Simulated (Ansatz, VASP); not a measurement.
Li in VASP and in Ansatz

```xyz
2
Lattice="0.0000 -2.0886 -2.0886 0.0000 2.0886 -2.0886 4.1772 0.0000 0.0000" Properties=species:S:1:pos:R:3 pbc="T T T"
Li    2.0886   -0.0850   -2.1736
Li    0.0000    0.0850    0.0850
```

Change from the starting cell: mode 4 frozen in at -0.085 Å and mode 5 at -0.085 Å (largest displacements).

Alike in both runs: task single point; functional PBE; dispersion D3(BJ); k mesh 16 × 16 × 12; occupations gaussian, width 0.15 eV; no spin polarisation.

|  | VASP | Ansatz |
| --- | --- | --- |
| version | VASP 6.6.1 | Ansatz 0.2.0 |
| potentials or method | VASP PAW PBE potentials, release 64 (Li_sv), cutoff 520 eV | scalar-relativistic, plane waves, PAW |
| valence electrons in the cell | 6 | 6 |

|  | VASP | Ansatz | Ansatz less VASP |
| --- | --- | --- | --- |
| gap on the k mesh at the Fermi level (eV) | none | none | - |
| rms of the force components (eV/Å) | 0.109 | 0.110 | +0.0004 |

Atom by atom the forces differ by 0.000 eV/Å (rms over components). A gap of «none» marks a metal or a gap that the smearing closes.

Noted on VASP's run: the cutoff is short for stress, so the pressure is rough.
